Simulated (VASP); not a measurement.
# Fe in VASP: a series of runs

Runs on Fe. Level: PBE. Tasks: single point.

Program: VASP 6.6.1. These are calculated values, not measurements. Logs are shortened: lines on timing, memory, paths and dates and some standing lists are left out, and cuts for length are marked.

### 1 The cell of the first run

The structure is orthorhombic, space group Immm (No. 71). Conventional cell: a = 2.832 Å, b = 2.898 Å, c = 3.039 Å, α = 90.00°, β = 90.00°, γ = 90.00°. Within 3.3 Å of Fe (site symmetry mmm) lie 14 Fe at 2.53 to 3.04 Å.

### 2 Single point, PBE, collinear spin, ferromagnetic start (normal strain along x +0.0733, normal strain along z +0.0233)

Input file INCAR:

```
SYSTEM = Fe
ALGO     = Normal         ! electronic algorithm
EDIFF    = 1E-6           ! SCF threshold, eV
ENCUT    = 600            ! plane-wave cutoff, eV
GGA      = PE             ! functional
GGA_COMPAT= .False.      
ISIF     = 2              ! what is computed and relaxed
ISMEAR   = 0              ! smearing method
ISPIN    = 2              ! spin polarisation
LASPH    = .True.         ! aspherical terms in the spheres
LCHARG   = .False.        ! write CHGCAR
LMAXMIX  = 4              ! l up to which the mixer works
LORBIT   = 11             ! projections on sites
LREAL    = .False.        ! projectors in reciprocal space
LWAVE    = .False.        ! write WAVECAR
MAGMOM   = 2.44           ! initial moments
NBANDS   = 18             ! bands
NELM     = 200            ! most SCF steps
PREC     = Accurate       ! precision mode
SIGMA    = 0.15           ! smearing width, eV
```

Input file KPOINTS:

```
k-points
0
Gamma
  10 10 10
  0 0 0
```

Input file POSCAR:

```
Fe
1.0
   -1.5195513979      1.4157750842      1.4487626437
    1.5195513979     -1.4157750842      1.4487626437
    1.5195513979      1.4157750842     -1.4487626437
Fe
1
Direct
    0.0000000000      0.0000000000      0.0000000000
```

Potentials or basis: VASP PAW PBE potentials, release 64 (Fe_sv).

Command:

```bash
$ cat potpaw_PBE.64/Fe_sv/POTCAR > POTCAR
$ mpirun -np 1 vasp_std > vasp.out
```

OUTCAR:

```text
SYSTEM = Fe
   EDIFF = 1E-6
   ENCUT = 600
   GGA = PE
   ISIF = 2
   ISMEAR = 0
   ISPIN = 2
   LASPH = .True.
   LORBIT = 11
   LREAL = .False.
   NELM = 200
   PREC = Accurate

 ion  position               nearest neighbor table
   1  0.000  0.000  0.000-

  LATTYP: Found a body centered orthorhombic cell.
 ALAT       =     2.8315501684
 B/A-ratio  =     1.0233000000
 C/A-ratio  =     1.0733000000

  Lattice vectors:

 A1 = (  -1.5195513979,  -1.4157750842,  -1.4487626437)
 A2 = (  -1.5195513979,   1.4157750842,   1.4487626437)
 A3 = (   1.5195513979,   1.4157750842,  -1.4487626437)

Analysis of symmetry for initial positions (statically):
=====================================================================
 Subroutine PRICEL returns:
 Original cell was already a primitive cell.

 Routine SETGRP: Setting up the symmetry group for a
 body centered orthorhombic supercell.

 Subroutine GETGRP returns: Found  8 space group operations
 (whereof  8 operations were pure point group operations)
 out of a pool of  8 trial point group operations.

The static configuration has the point symmetry D_2h.

Analysis of symmetry for dynamics (positions and initial velocities):
=====================================================================
 Subroutine PRICEL returns:
 Original cell was already a primitive cell.

 Routine SETGRP: Setting up the symmetry group for a
 body centered orthorhombic supercell.

 Subroutine GETGRP returns: Found  8 space group operations
 (whereof  8 operations were pure point group operations)
 out of a pool of  8 trial point group operations.

The dynamic configuration has the point symmetry D_2h.

Analysis of structural, dynamic, and magnetic symmetry:
=====================================================================
 Subroutine PRICEL returns:
 Original cell was already a primitive cell.

 Routine SETGRP: Setting up the symmetry group for a
 body centered orthorhombic supercell.

 Subroutine GETGRP returns: Found  8 space group operations
 (whereof  8 operations were pure point group operations)
 out of a pool of  8 trial point group operations.

The overall configuration has the point symmetry D_2h.

 Subroutine INISYM returns: Found  8 space group operations
 (whereof  8 operations are pure point group operations),
 and found     1 'primitive' translations

----------------------------------------------------------------------------------------

                                     Primitive cell

  volume of cell :      12.4671

  direct lattice vectors                    reciprocal lattice vectors
    -1.519551398  1.415775084  1.448762644     0.000000000  0.353163441  0.345122096
     1.519551398 -1.415775084  1.448762644     0.329044480  0.000000000  0.345122096
     1.519551398  1.415775084 -1.448762644     0.329044480  0.353163441  0.000000000

  length of vectors
     2.532265535  2.532265535  2.532265535     0.493795177  0.476843298  0.482695231

  position of ions in fractional coordinates (direct lattice)
     0.000000000  0.000000000  0.000000000

  ion indices of the primitive-cell ions
   primitive index   ion index
                 1           1

----------------------------------------------------------------------------------------

 KPOINTS: k-points

Automatic generation of k-mesh.
 Grid dimensions read from file:
 generate k-points for:   10   10   10

 Generating k-lattice:

  Cartesian coordinates                     Fractional coordinates (reciprocal lattice)
     0.000000000  0.035316344  0.034512210     0.100000000 -0.000000000  0.000000000
     0.032904448  0.000000000  0.034512210    -0.000000000  0.100000000  0.000000000
     0.032904448  0.035316344  0.000000000    -0.000000000  0.000000000  0.100000000

  Length of vectors
     0.049379518  0.047684330  0.048269523

  Shift w.r.t. Gamma in fractional coordinates (k-lattice)
     0.000000000  0.000000000  0.000000000

 Subroutine IBZKPT returns following result:
 ===========================================

 Found    171 irreducible k-points:

 Following reciprocal coordinates:
            Coordinates               Weight
  0.000000  0.000000  0.000000      1.000000
  0.100000 -0.000000  0.000000      4.000000
  0.200000 -0.000000  0.000000      4.000000
  0.300000  0.000000 -0.000000      4.000000
  0.400000  0.000000  0.000000      4.000000
  0.500000  0.000000 -0.000000      2.000000
[... 16 lines left out ...]
 -0.400000  0.200000  0.000000      8.000000
 -0.300000  0.200000  0.000000      8.000000
 [... further k-points ...]
   k-points           NKPTS =    171   k-points in BZ     NKDIM =    171   number of bands    NBANDS=     18
   number of dos      NEDOS =    301   number of ions     NIONS =      1
   total plane-waves  NPLWV =   8000
   dimension x,y,z NGX =    20 NGY =   20 NGZ =   20
   dimension x,y,z NGXF=    40 NGYF=   40 NGZF=   40
   ions per type =               1
   NGX,Y,Z   is equivalent  to a cutoff of  13.13, 13.13, 13.13 a.u.
   NGXF,Y,Z  is equivalent  to a cutoff of  26.26, 26.26, 26.26 a.u.
 SYSTEM =  Fe
   PREC   = accura    normal or accurate (medium, high low for compatibility)
   ISTART =      0    job   : 0-new  1-cont  2-samecut
   ICHARG =      2    charge: 1-file 2-atom 10-const
   ISPIN  =      2    spin polarized calculation?
   LNONCOLLINEAR =      F non collinear calculations
   LSORBIT =      F    spin-orbit coupling
   LASPH  =      T    aspherical Exc in radial PAW
   ENCUT  =  600.0 eV  44.10 Ry    6.64 a.u.   5.06  5.06  5.06*2*pi/ulx,y,z
   NELM   =    200;   NELMIN=  2; NELMDL= -5     # of ELM steps
   EDIFF  = 0.1E-05   stopping-criterion for ELM
   LREAL  =      F    real-space projection
   EDIFFG = 0.1E-04   stopping-criterion for IOM
   NSW    =      0    number of steps for IOM
   IBRION =     -1    ionic relax: 0-MD 1-quasi-New 2-CG
   NFREE  =      0    steps in history (QN), initial steepest desc. (CG)
   ISIF   =      2    stress and relaxation
   ISYM   =      2    0-nonsym 1-usesym 2-fastsym
   POTIM  = 0.5000    time-step for ionic-motion
   TEBEG  =    0.0;   TEEND  =   0.0 temperature during run
   PSTRESS=    0.0 pullay stress
   NELECT =      16.0000    total number of electrons
   NUPDOWN=      -1.0000    fix difference up-down
   EMIN   =  10.00;   EMAX   =-10.00  energy-range for DOS
   EFERMI =   0.00;   METHOD = LEGACY
   ISMEAR =     0;   SIGMA  =   0.15  broadening in eV -4-tet -1-fermi 0-gaus
   EFERMI_NEDOS =   21; number of points for ismear=-14 and -15
   IALGO  =     38    algorithm
   IMIX   =      4    mixing-type and parameters
     AMIX     =   0.40;   BMIX     =  1.00
     AMIX_MAG =   1.60;   BMIX_MAG =  1.00
  volume/ion in A,a.u.               =      12.47        84.13
  Fermi-wavevector in a.u.,A,eV,Ry     =   1.779068  3.361951 43.063564  3.165083
  Thomas-Fermi vector in A             =   2.844135
   LORBIT       =     11    0 simple, 1 ext, 2 COOP (PROOUT), +10 PAW based schemes
   GGA     = PE    functional components
   LHFCALC =     F    Hartree Fock is set to
   AEXX    =    0.0000 exact exchange contribution
   IVDW    =     0    specifies the selected vdW correction
   LEPSILON=     F    determine dielectric tensor
   LRPA    =     F    only Hartree local field effects (RPA)
 spin polarized calculation
 Gauss-broadening in eV      SIGMA  =   0.15
  energy-cutoff  :      600.00
  volume of cell :       12.47
 maximum number of plane-waves:       428
   NGX = 11   NGY = 11   NGZ = 11

 number of electron      16.0000008 magnetization       2.3321502

 Free energy of the ion-electron system (eV)
  ---------------------------------------------------
  ext. energy  EPLUGINS =         0.00000000
  ---------------------------------------------------
  free energy    TOTEN  =        -8.29496849 eV

  energy without entropy =       -8.28264585  energy(sigma->0) =       -8.28880717

 E-fermi :  10.6594     XC(G=0): -13.1516

 val. band max:       10.6491174658   @ k =   0.3000  -0.3000   0.2000
 cond. band min:      10.6628612101   @ k =  -0.3000   0.5000   0.3000
 fundamental gap:      0.0137437443
 Fermi energy:        10.6593983758

 spin component 1

 k-point     1 :       0.0000    0.0000    0.0000
  band No.  band energies     occupation
      1     -77.3678      1.00000
      2     -43.2260      1.00000
      3     -43.2254      1.00000
      4     -43.2080      1.00000
      5       2.7034      1.00000
      6       8.3883      1.00000
[... 10 lines left out ...]
     17      39.9287      0.00000
     18      40.6705      0.00000

 k-point     2 :       0.1000   -0.0000    0.0000
  band No.  band energies     occupation
      1     -77.3626      1.00000
      2     -43.2545      1.00000
      3     -43.2269      1.00000
      4     -43.2188      1.00000
      5       3.1001      1.00000
      6       8.3245      1.00000
[... 10 lines left out ...]
     17      41.2771      0.00000
     18      41.3284      0.00000

 k-point     3 :       0.2000   -0.0000    0.0000
  band No.  band energies     occupation
      1     -77.3491      1.00000
      2     -43.3292      1.00000
      3     -43.2469      1.00000
      4     -43.2292      1.00000
      5       4.2035      1.00000
      6       8.0465      1.00000
[... 10 lines left out ...]
     17      43.1342      0.00000
     18      44.1664      0.00000

 k-point     4 :       0.3000    0.0000   -0.0000
  band No.  band energies     occupation
      1     -77.3323      1.00000
      2     -43.4195      1.00000
      3     -43.2810      1.00000
      4     -43.2319      1.00000
      5       5.5573      1.00000
      6       7.7107      1.00000
[... 375 lines left out ...]
      4     -43.2579      1.00000
      5       6.7605      1.00000
      6       7.5568      1.00000
[... 10 lines left out ...]
     17      47.7183      0.00000
     18      49.5040      0.00000

 k-point    23 :      -0.4000    0.2000    0.0000
  band No.  band energies     occupation
      1     -77.3250      1.00000
      2     -43.4395      1.00000
      3     -43.2995      1.00000
      4     -43.2490      1.00000
      5       6.2804      1.00000
      6       7.7864      1.00000
[... 10 lines left out ...]
     17      44.1267      0.00000
     18      49.2212      0.00000

 k-point    24 :      -0.3000    0.2000    0.0000
  band No.  band energies     occupation
      1     -77.3386      1.00000
      2     -43.3818      1.00000
      3     -43.2740      1.00000
      4     -43.2286      1.00000
      5       5.1131      1.00000
      6       8.0574      1.00000
[... 10 lines left out ...]
     17      43.9558      0.00000
     18      45.1926      0.00000

 [... further k-points ...]

 spin component 2

 k-point     1 :       0.0000    0.0000    0.0000
  band No.  band energies     occupation
      1     -74.5407      1.00000
      2     -40.4481      1.00000
      3     -40.4452      1.00000
      4     -40.4437      1.00000
      5       2.8269      1.00000
      6      10.3868      0.99491
[... 10 lines left out ...]
     17      40.7590      0.00000
     18      41.3628      0.00000

 k-point     2 :       0.1000   -0.0000    0.0000
  band No.  band energies     occupation
      1     -74.5350      1.00000
      2     -40.4791      1.00000
      3     -40.4557      1.00000
      4     -40.4479      1.00000
      5       3.2262      1.00000
      6      10.3170      0.99938
[... 10 lines left out ...]
     17      41.3885      0.00000
     18      41.8844      0.00000

 k-point     3 :       0.2000   -0.0000    0.0000
  band No.  band energies     occupation
      1     -74.5200      1.00000
      2     -40.5631      1.00000
      3     -40.4868      1.00000
      4     -40.4506      1.00000
      5       4.3587      1.00000
      6       9.9782      1.00000
[... 10 lines left out ...]
     17      43.4235      0.00000
     18      44.5046      0.00000

 k-point     4 :       0.3000    0.0000   -0.0000
  band No.  band energies     occupation
      1     -74.5015      1.00000
      2     -40.6649      1.00000
      3     -40.5246      1.00000
      4     -40.4538      1.00000
      5       5.9516      1.00000
      6       9.5689      1.00000
[... 375 lines left out ...]
      4     -40.4858      1.00000
      5       7.9866      1.00000
      6       9.3104      1.00000
[... 10 lines left out ...]
     17      48.0755      0.00000
     18      50.0960      0.00000

 k-point    23 :      -0.4000    0.2000    0.0000
  band No.  band energies     occupation
      1     -74.4934      1.00000
      2     -40.6904      1.00000
      3     -40.5370      1.00000
      4     -40.4783      1.00000
      5       6.8018      1.00000
      6       9.6306      1.00000
[... 10 lines left out ...]
     17      44.5617      0.00000
     18      49.4598      0.00000

 k-point    24 :      -0.3000    0.2000    0.0000
  band No.  band energies     occupation
      1     -74.5085      1.00000
      2     -40.6276      1.00000
      3     -40.5026      1.00000
      4     -40.4592      1.00000
      5       5.3414      1.00000
      6       9.9825      1.00000
[... 10 lines left out ...]
     17      44.4087      0.00000
     18      45.4272      0.00000

 [... further k-points ...]
[... 5 lines left out ...]
  --------------------------------------------------------------------------------------
  -------------------------------------------------------------------------------------
  Total       -1.4909521     -1.1401783     -1.3299156      0.0000000      0.0000000      0.0000000
  in kB     -191.6052421   -146.5266003   -170.9101182      0.0000000      0.0000000      0.0000000
  external PRESSURE =    -169.6806535 kB  Pullay stress =       0.0000000 kB

 VOLUME and BASIS-vectors are now :
 -----------------------------------------------------------------------------
  energy-cutoff  :      600.00
  volume of cell :       12.47
      direct lattice vectors                 reciprocal lattice vectors
    -1.519551398  1.415775084  1.448762644     0.000000000  0.353163441  0.345122096
     1.519551398 -1.415775084  1.448762644     0.329044480  0.000000000  0.345122096
     1.519551398  1.415775084 -1.448762644     0.329044480  0.353163441  0.000000000

 POSITION                                       TOTAL-FORCE (eV/Angst)
 -----------------------------------------------------------------------------------
      0.00000      0.00000      0.00000         0.000000      0.000000      0.000000
 -----------------------------------------------------------------------------------
    total drift:                                0.000000     -0.000000      0.000000

  FREE ENERGIE OF THE ION-ELECTRON SYSTEM (eV)
  ---------------------------------------------------
  free  energy   TOTEN  =        -8.2949684891 eV

  energy  without entropy=       -8.2826458538  energy(sigma->0) =       -8.28880717

 total charge

# of ion       s       p       d       tot
------------------------------------------
    1        2.172   6.020   5.505  13.698

 magnetization (x)

# of ion       s       p       d       tot
------------------------------------------
    1       -0.002  -0.009   2.363   2.352
```

Wall time 53 s (1 thread of Intel Xeon Platinum 8488C (Sapphire Rapids), shared host); peak memory 0.17 GiB.

Results:

```yaml
Free_energy: -8.2950 eV
Pressure: -17.0 GPa
Net_moment: 2.33 μB per cell
Site_moments: Fe +2.35 μB
Valence_electrons_inside_the_program's_atomic_spheres: Fe 13.70
```

Caveat: the cell differs from its parent crystal (normal strain along x +0.0733, normal strain along z +0.0233).

### 3 Single point, PBE, collinear spin, ferromagnetic start (normal strain along x +0.0733, normal strain along z -0.0233)

Input file INCAR:

```
  PREC = Accurate
  ENCUT = 600
  EDIFF = 1E-6
  ISMEAR = 0
  SIGMA = 0.15
  LREAL = F
  LASPH = T
  NELM = 200
  ALGO = Normal
  ISIF = 2
  LWAVE = F
  LCHARG = T
  ISPIN = 2
  MAGMOM = 2.44
  LORBIT = 11
  LMAXMIX = 4
  GGA = PE
  LELF = T
  LVHAR = T
  NBANDS = 18
  GGA_COMPAT = F
```

Input file KPOINTS:

```
Automatic mesh
0
Gamma
  10 10 10
```

Input file POSCAR:

```
Fe
1.0
   -1.5195513979      1.4157750842      1.3827875247
    1.5195513979     -1.4157750842      1.3827875247
    1.5195513979      1.4157750842     -1.3827875247
Fe
1
Direct
    0.0000000000      0.0000000000      0.0000000000
```

Potentials or basis: VASP PAW PBE potentials, release 64 (Fe_sv).

Command:

```bash
$ cat potpaw_PBE.64/Fe_sv/POTCAR > POTCAR
$ mpirun -np 1 vasp_std > vasp.out
```

Run time: 43 s. Hardware: 1 thread of AMD EPYC 9R45 (Zen 5), shared host; peak memory 0.15 GiB.

It converged, with:

```yaml
Free_energy: -8.3295 eV
Pressure: -11.2 GPa
Net_moment: 2.24 μB per cell
Site_moments: Fe +2.25 μB
Valence_electrons_inside_the_program's_atomic_spheres: Fe 13.72
```

Stress tensor (GPa, compression positive):
```
-16.01   0.00   0.00
  0.00 -10.75   0.00
  0.00   0.00  -6.81
```

Levels at points of the mesh, in eV from the Fermi level:
Spin up:
| k point | band 7 | band 8 | band 9 | band 10 | band 11 | band 12 |
| --- | --- | --- | --- | --- | --- | --- |
| (0.00, 0.00, 0.00) | -2.25 | -1.97 | -1.34 | -0.96 | 22.95 | 24.22 |
| (0.50, 0.00, 0.00) | -0.85 | -0.69 | 0.35 | 0.88 | 7.50 | 16.60 |
| (0.00, 0.50, 0.00) | -1.36 | -0.73 | 0.24 | 0.34 | 6.79 | 18.05 |
| (0.50, 0.50, 0.00) | -1.41 | -0.90 | 0.14 | 0.23 | 6.53 | 18.57 |
| (0.50, 0.50, 0.50) | -0.08 | 0.08 | 0.13 | 7.52 | 10.07 | 11.00 |
Spin down:
```tsv
k point	band 4	band 5	band 6	band 7	band 8	band 9	band 10	band 11
(0.00, 0.00, 0.00)	-51.22	-8.11	-0.51	-0.32	0.15	1.34	1.97	22.66
(0.50, 0.00, 0.00)	-51.24	-3.39	-1.91	0.97	1.92	2.11	2.59	8.88
(0.00, 0.50, 0.00)	-51.23	-3.44	-1.33	0.40	1.30	2.05	2.54	8.19
(0.50, 0.50, 0.00)	-51.23	-3.47	-1.13	0.19	1.17	1.93	2.54	7.94
(0.50, 0.50, 0.50)	-51.47	-2.86	-2.67	2.28	2.30	2.32	7.76	10.33
```

Caveat: the cell differs from its parent crystal (normal strain along x +0.0733, normal strain along z -0.0233).

(Continued in part 2 of 2.)
